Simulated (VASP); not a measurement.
The system is MoS2.

```xyz
3
Lattice="1.5694 0.9061 6.1087 -1.5694 0.9061 6.1087 0.0000 -1.8122 6.1087" Properties=species:S:1:pos:R:3 pbc="T T T"
Mo    0.0000    0.0000    0.0000
S     0.0000    0.0000    7.6420
S     0.0000    0.0000    4.5815
```

Base run:

- Program: VASP 6.6.1
- Functional: LDA
- Potentials or basis: VASP PAW LDA potentials, release 64 (Mo_sv, S)
- Cutoff: 520 eV
- k mesh: 10 × 10 × 10
- Occupations: fermi-dirac, width 0.05 eV
- Spin: no spin polarisation

Its results: band gap on the k mesh 0.87 eV, indirect (least direct gap 2.02 eV); pressure 0.9 GPa; largest force 0.447 eV/Å.

Problem. The run is repeated on the same cell with these changes: functional from LDA to PBE; potentials or basis from VASP PAW LDA potentials, release 64 (Mo_sv, S) to VASP PAW PBE potentials, release 64 (Mo_sv, S). What comes out?

Solution. Band gap on the k mesh 0.95 eV, indirect (least direct gap 2.02 eV); pressure 8.7 GPa; largest force 0.863 eV/Å.

A k mesh can miss the band edges.
